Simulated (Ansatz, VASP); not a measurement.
## CsB3: VASP beside Ansatz

```
CELL_PARAMETERS angstrom
7.34508 0.00000 0.00000
-3.67254 6.36102 0.00000
0.00000 0.00000 5.99726
ATOMIC_POSITIONS crystal
Cs 0.66667 0.33333 0.25000
Cs 0.33333 0.66667 0.75000
B 0.16667 0.83333 0.25000
B 0.16667 0.33333 0.25000
B 0.66667 0.83333 0.25000
B 0.33333 0.16667 0.75000
B 0.83333 0.66667 0.75000
B 0.83333 0.16667 0.75000
```

Alike in both runs: task relaxation of cell and atoms; functional PBE; k mesh 3 × 3 × 4; occupations gaussian, width 0.1 eV; no spin polarisation.

|  | VASP | Ansatz |
| --- | --- | --- |
| version | VASP 6.6.1 | Ansatz 0.2.0 |
| potentials or method | VASP PAW PBE potentials, release 64 (Cs_sv, B), cutoff 600 eV | scalar-relativistic, plane waves, PAW |
| valence electrons in the cell | 36 | 36 |

```tsv
	VASP	Ansatz	Ansatz less VASP
gap on the k mesh at the Fermi level, each at its own relaxed structure (eV)	none	none	-
relaxed volume (Å³/atom)	17.26	17.27	+0.012
relaxed cell length with the largest relative difference (Å)	3.364	3.360	-0.0040
```

A gap of «none» marks a metal or a gap that the smearing closes.

Spin-orbit coupling is off throughout. Noted on VASP's run: the volume moved by over 15 % at a fixed basis, so the end points are rough.
